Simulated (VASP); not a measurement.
# AlRu (P4/mmm) in VASP: further runs

AlRu is run at these levels: PBE; tasks: single point.

All numbers are computed with VASP 6.6.1; they aren't measurements. Logs are shortened: lines on timing, memory, paths and dates and some standing lists are left out, and cuts for length are marked.

## 1. The cell of the first run

It takes space group P4/mmm (No. 123, tetragonal). The conventional cell has a = 2.992 Å, b = 2.992 Å, c = 3.022 Å, α = 90.00°, β = 90.00°, γ = 90.00°. Al (site symmetry 4/mmm) has 8 Ru at 2.60 Å and 6 Al at 2.99 to 3.02 Å within 3.4 Å. Ru (site symmetry 4/mmm) has 8 Al at 2.60 Å and 6 Ru at 2.99 to 3.02 Å within 3.4 Å.

## 2. Single point, PBE (strain +0.0100 x Voigt [1, 0, 0, 0, 0, 0])

Contents of INCAR:

```
SYSTEM = AlRu
PREC = Accurate
ENCUT = 520
EDIFF = 1E-6
ISMEAR = 0
SIGMA = 0.15
LREAL = .False.
LASPH = .True.
NELM = 60
ALGO = Fast
ISIF = 2
LWAVE = .False.
LCHARG = .False.
GGA = PE
NBANDS = 16
```

Contents of KPOINTS:

```
regular mesh
0
Gamma
  16 16 16
  0 0 0
```

Contents of POSCAR:

```
AlRu
1.0
    3.0215160000      0.0000000000      0.0000000000
    0.0000000000      2.9916000000      0.0000000000
    0.0000000000      0.0000000000      2.9916000000
Al Ru
1 1
Direct
    0.0000000000      0.0000000000      0.0000000000
    0.5000000000      0.5000000000      0.5000000000
```

Potentials or basis: VASP PAW PBE potentials, release 64 (Al, Ru_pv).

Run with:

```bash
$ cat potpaw_PBE.64/Al/POTCAR potpaw_PBE.64/Ru_pv/POTCAR > POTCAR
$ mpirun -np 1 vasp_std > vasp.out
```

OUTCAR:

```text
SYSTEM = AlRu
   PREC = Accurate
   ENCUT = 520
   EDIFF = 1E-6
   ISMEAR = 0
   LREAL = .False.
   LASPH = .True.
   NELM = 60
   ISIF = 2
   GGA = PE

 ion  position               nearest neighbor table
   1  0.000  0.000  0.000-   2 2.60   2 2.60   2 2.60   2 2.60   2 2.60   2 2.60   2 2.60   2 2.60

   2  0.500  0.500  0.500-   1 2.60   1 2.60   1 2.60   1 2.60   1 2.60   1 2.60   1 2.60   1 2.60

  LATTYP: Found a simple tetragonal cell.
 ALAT       =     2.9916000000
 C/A-ratio  =     1.0100000000

  Lattice vectors:

 A1 = (   0.0000000000,   2.9916000000,   0.0000000000)
 A2 = (   0.0000000000,   0.0000000000,   2.9916000000)
 A3 = (   3.0215160000,   0.0000000000,   0.0000000000)

Analysis of symmetry for initial positions (statically):
=====================================================================
 Subroutine PRICEL returns:
 Original cell was already a primitive cell.

 Routine SETGRP: Setting up the symmetry group for a
 simple tetragonal supercell.

 Subroutine GETGRP returns: Found 16 space group operations
 (whereof 16 operations were pure point group operations)
 out of a pool of 16 trial point group operations.

The static configuration has the point symmetry D_4h.

Analysis of symmetry for dynamics (positions and initial velocities):
=====================================================================
 Subroutine PRICEL returns:
 Original cell was already a primitive cell.

 Routine SETGRP: Setting up the symmetry group for a
 simple tetragonal supercell.

 Subroutine GETGRP returns: Found 16 space group operations
 (whereof 16 operations were pure point group operations)
 out of a pool of 16 trial point group operations.

The dynamic configuration has the point symmetry D_4h.

 Subroutine INISYM returns: Found 16 space group operations
 (whereof 16 operations are pure point group operations),
 and found     1 'primitive' translations

----------------------------------------------------------------------------------------

                                     Primitive cell

  volume of cell :      27.0416

  direct lattice vectors                    reciprocal lattice vectors
     3.021516000  0.000000000  0.000000000     0.330959690  0.000000000  0.000000000
     0.000000000  2.991600000  0.000000000     0.000000000  0.334269287  0.000000000
     0.000000000  0.000000000  2.991600000     0.000000000  0.000000000  0.334269287

  length of vectors
     3.021516000  2.991600000  2.991600000     0.330959690  0.334269287  0.334269287

  position of ions in fractional coordinates (direct lattice)
     0.000000000  0.000000000  0.000000000
     0.500000000  0.500000000  0.500000000

  ion indices of the primitive-cell ions
   primitive index   ion index
                 1           1
                 2           2

----------------------------------------------------------------------------------------

 KPOINTS: regular mesh

Automatic generation of k-mesh.
 Grid dimensions read from file:
 generate k-points for:   16   16   16

 Generating k-lattice:

  Cartesian coordinates                     Fractional coordinates (reciprocal lattice)
     0.020684981  0.000000000  0.000000000     0.062500000  0.000000000  0.000000000
     0.000000000  0.020891830  0.000000000     0.000000000  0.062500000  0.000000000
     0.000000000  0.000000000  0.020891830     0.000000000  0.000000000  0.062500000

  Length of vectors
     0.020684981  0.020891830  0.020891830

  Shift w.r.t. Gamma in fractional coordinates (k-lattice)
     0.000000000  0.000000000  0.000000000

 Subroutine IBZKPT returns following result:
 ===========================================

 Found    405 irreducible k-points:

 Following reciprocal coordinates:
            Coordinates               Weight
  0.000000  0.000000  0.000000      1.000000
  0.062500  0.000000  0.000000      2.000000
  0.125000  0.000000  0.000000      2.000000
  0.187500  0.000000  0.000000      2.000000
  0.250000  0.000000  0.000000      2.000000
  0.312500  0.000000  0.000000      2.000000
[... 16 lines left out ...]
  0.250000  0.125000  0.000000      8.000000
  0.312500  0.125000  0.000000      8.000000
 [... further k-points ...]
   k-points           NKPTS =    405   k-points in BZ     NKDIM =    405   number of bands    NBANDS=     16
   number of dos      NEDOS =    301   number of ions     NIONS =      2
   total plane-waves  NPLWV =  13824
   dimension x,y,z NGX =    24 NGY =   24 NGZ =   24
   dimension x,y,z NGXF=    48 NGYF=   48 NGZF=   48
   ions per type =               1   1
   NGX,Y,Z   is equivalent  to a cutoff of  13.20, 13.34, 13.34 a.u.
   NGXF,Y,Z  is equivalent  to a cutoff of  26.41, 26.67, 26.67 a.u.
 SYSTEM =  AlRu
   PREC   = accura    normal or accurate (medium, high low for compatibility)
   ISTART =      0    job   : 0-new  1-cont  2-samecut
   ICHARG =      2    charge: 1-file 2-atom 10-const
   ISPIN  =      1    spin polarized calculation?
   LNONCOLLINEAR =      F non collinear calculations
   LSORBIT =      F    spin-orbit coupling
   LASPH  =      T    aspherical Exc in radial PAW
   ENCUT  =  520.0 eV  38.22 Ry    6.18 a.u.   5.62  5.56  5.56*2*pi/ulx,y,z
   NELM   =     60;   NELMIN=  2; NELMDL= -5     # of ELM steps
   EDIFF  = 0.1E-05   stopping-criterion for ELM
   LREAL  =      F    real-space projection
   EDIFFG = 0.1E-04   stopping-criterion for IOM
   NSW    =      0    number of steps for IOM
   IBRION =     -1    ionic relax: 0-MD 1-quasi-New 2-CG
   NFREE  =      0    steps in history (QN), initial steepest desc. (CG)
   ISIF   =      2    stress and relaxation
   ISYM   =      2    0-nonsym 1-usesym 2-fastsym
   POTIM  = 0.5000    time-step for ionic-motion
   TEBEG  =    0.0;   TEEND  =   0.0 temperature during run
   PSTRESS=    0.0 pullay stress
   NELECT =      17.0000    total number of electrons
   NUPDOWN=      -1.0000    fix difference up-down
   EMIN   =  10.00;   EMAX   =-10.00  energy-range for DOS
   EFERMI =   0.00;   METHOD = LEGACY
   ISMEAR =     0;   SIGMA  =   0.15  broadening in eV -4-tet -1-fermi 0-gaus
   EFERMI_NEDOS =   21; number of points for ismear=-14 and -15
   IALGO  =     68    algorithm
   IMIX   =      4    mixing-type and parameters
     AMIX     =   0.40;   BMIX     =  1.00
     AMIX_MAG =   1.60;   BMIX_MAG =  1.00
  volume/ion in A,a.u.               =      13.52        91.24
  Fermi-wavevector in a.u.,A,eV,Ry     =   1.402428  2.650204 26.759987  1.966804
  Thomas-Fermi vector in A             =   2.525190
   LORBIT       =      0    0 simple, 1 ext, 2 COOP (PROOUT), +10 PAW based schemes
   GGA     = PE    functional components
   LHFCALC =     F    Hartree Fock is set to
   AEXX    =    0.0000 exact exchange contribution
   IVDW    =     0    specifies the selected vdW correction
   LEPSILON=     F    determine dielectric tensor
   LRPA    =     F    only Hartree local field effects (RPA)
 non-spin polarized calculation
 RMM-DIIS sequential band-by-band and
 Gauss-broadening in eV      SIGMA  =   0.15
  energy-cutoff  :      520.00
  volume of cell :       27.04
 maximum number of plane-waves:       743
 NGX is ok and might be reduce to    24
   NGX = 11   NGY = 11   NGZ = 11

 number of electron      16.9999996 magnetization

 Free energy of the ion-electron system (eV)
  ---------------------------------------------------
  ext. energy  EPLUGINS =         0.00000000
  ---------------------------------------------------
  free energy    TOTEN  =       -14.26622271 eV

  energy without entropy =      -14.24696798  energy(sigma->0) =      -14.25659535

 E-fermi :  10.5928     XC(G=0): -12.5150

 val. band max:       10.5851843305   @ k =   0.1250   0.3750   0.0625
 cond. band min:      10.5936315219   @ k =   0.4375   0.5000   0.1250
 fundamental gap:      0.0084471915
 Fermi energy:        10.5928225329

 k-point     1 :       0.0000    0.0000    0.0000
  band No.  band energies     occupation
      1     -31.1930      2.00000
      2     -31.1816      2.00000
      3     -31.1816      2.00000
      4       0.9605      2.00000
      5       7.0629      2.00000
      6       7.0672      2.00000
[... 8 lines left out ...]
     15      22.7057      0.00000
     16      25.5006      0.00000

 k-point     2 :       0.0625    0.0000    0.0000
  band No.  band energies     occupation
      1     -31.2003      2.00000
      2     -31.1810      2.00000
      3     -31.1810      2.00000
      4       1.0342      2.00000
      5       7.0859      2.00000
      6       7.0926      2.00000
[... 8 lines left out ...]
     15      22.7059      0.00000
     16      25.7164      0.00000

 k-point     3 :       0.1250    0.0000    0.0000
  band No.  band energies     occupation
      1     -31.2210      2.00000
      2     -31.1793      2.00000
      3     -31.1793      2.00000
      4       1.2527      2.00000
      5       7.1388      2.00000
      6       7.1660      2.00000
[... 8 lines left out ...]
     15      22.7068      0.00000
     16      26.4079      0.00000

 k-point     4 :       0.1875    0.0000    0.0000
  band No.  band energies     occupation
      1     -31.2518      2.00000
      2     -31.1767      2.00000
      3     -31.1767      2.00000
      4       1.6088      2.00000
      5       7.1719      2.00000
      6       7.2797      2.00000
[... 8 lines left out ...]
     15      22.9607      0.00000
     16      27.5946      0.00000
[... 324 lines left out ...]
 k-point    22 :       0.1875    0.1250    0.0000
  band No.  band energies     occupation
      1     -31.2488      2.00000
      2     -31.2071      2.00000
      3     -31.1741      2.00000
      4       1.8892      2.00000
      5       7.2808      2.00000
      6       7.3945      2.00000
[... 8 lines left out ...]
     15      23.6374      0.00000
     16      26.9545      0.00000

 k-point    23 :       0.2500    0.1250    0.0000
  band No.  band energies     occupation
      1     -31.2848      2.00000
      2     -31.2039      2.00000
      3     -31.1711      2.00000
      4       2.3564      2.00000
      5       7.2085      2.00000
      6       7.5371      2.00000
[... 8 lines left out ...]
     15      24.2818      0.00000
     16      25.8101      0.00000

 k-point    24 :       0.3125    0.1250    0.0000
  band No.  band energies     occupation
      1     -31.3205      2.00000
      2     -31.2006      2.00000
      3     -31.1680      2.00000
      4       2.9281      2.00000
      5       6.9239      2.00000
      6       7.6921      2.00000
[... 8 lines left out ...]
     15      24.5378      0.00000
     16      24.8844      0.00000

 [... further k-points ...]

------------------------ aborting loop because EDIFF is reached ----------------------------------------

  FORCE on cell =-STRESS in cart. coord.  units (eV):
  Direction    XX          YY          ZZ          XY          YZ          ZX
  --------------------------------------------------------------------------------------
  -------------------------------------------------------------------------------------
  Total       -0.0986516      0.1820321      0.1820321      0.0000000      0.0000000      0.0000000
  in kB       -5.8449752     10.7851604     10.7851604      0.0000000      0.0000000      0.0000000
  external PRESSURE =       5.2417819 kB  Pullay stress =       0.0000000 kB

 VOLUME and BASIS-vectors are now :
 -----------------------------------------------------------------------------
  energy-cutoff  :      520.00
  volume of cell :       27.04
      direct lattice vectors                 reciprocal lattice vectors
     3.021516000  0.000000000  0.000000000     0.330959690  0.000000000  0.000000000
     0.000000000  2.991600000  0.000000000     0.000000000  0.334269287  0.000000000
     0.000000000  0.000000000  2.991600000     0.000000000  0.000000000  0.334269287

 POSITION                                       TOTAL-FORCE (eV/Angst)
 -----------------------------------------------------------------------------------
      0.00000      0.00000      0.00000         0.000000      0.000000      0.000000
      1.51076      1.49580      1.49580         0.000000      0.000000      0.000000
 -----------------------------------------------------------------------------------
    total drift:                                0.000000     -0.000000     -0.000000

  FREE ENERGIE OF THE ION-ELECTRON SYSTEM (eV)
  ---------------------------------------------------
  free  energy   TOTEN  =       -14.2662227077 eV

  energy  without entropy=      -14.2469679824  energy(sigma->0) =      -14.25659535
```

It took 60 s on 1 thread of Intel Xeon Platinum 8375C at 2.90GHz (Ice Lake), shared host; peak memory 0.27 GiB.

What came out:

```
Free energy : -14.2662 eV
Pressure    : 0.5 GPa
```

Caveat: the cell differs from its parent crystal (strain +0.0100 x Voigt [1, 0, 0, 0, 0, 0]).

(Continued in part 2 of 2.)
